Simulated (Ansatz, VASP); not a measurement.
BaS: VASP beside Ansatz

```
CELL_PARAMETERS angstrom
4.29176 0.00000 0.00000
-2.14588 3.71678 0.00000
0.00000 0.00000 3.91629
ATOMIC_POSITIONS crystal
Ba 0.00000 0.00000 0.00000
S 0.66667 0.33333 0.50000
```

Alike in both runs: functional PBEsol; k mesh 10 × 10 × 8; occupations gaussian, width 0.05 eV; no spin polarisation.

Ansatz relaxed the structure, and its values are those at the end. VASP's run is a single point on that final structure, the one shown.

```csv
,VASP,Ansatz
version,VASP 6.6.1,Ansatz 0.2.0
potentials or method,"VASP PAW PBE potentials, release 64 (Ba_sv, S), cutoff 520 eV","scalar-relativistic, plane waves, PAW"
valence electrons in the cell,16,16
```

```csv
,VASP,Ansatz,Ansatz less VASP
gap on the k mesh at the Fermi level (eV),1.76,1.84,+0.080
least direct gap on the mesh (eV),1.76,1.84,+0.080
pressure (GPa),0.8,0.0,-0.79
```

VASP's potentials were made for PBE, not for PBEsol.

Neither program's run includes spin-orbit coupling.
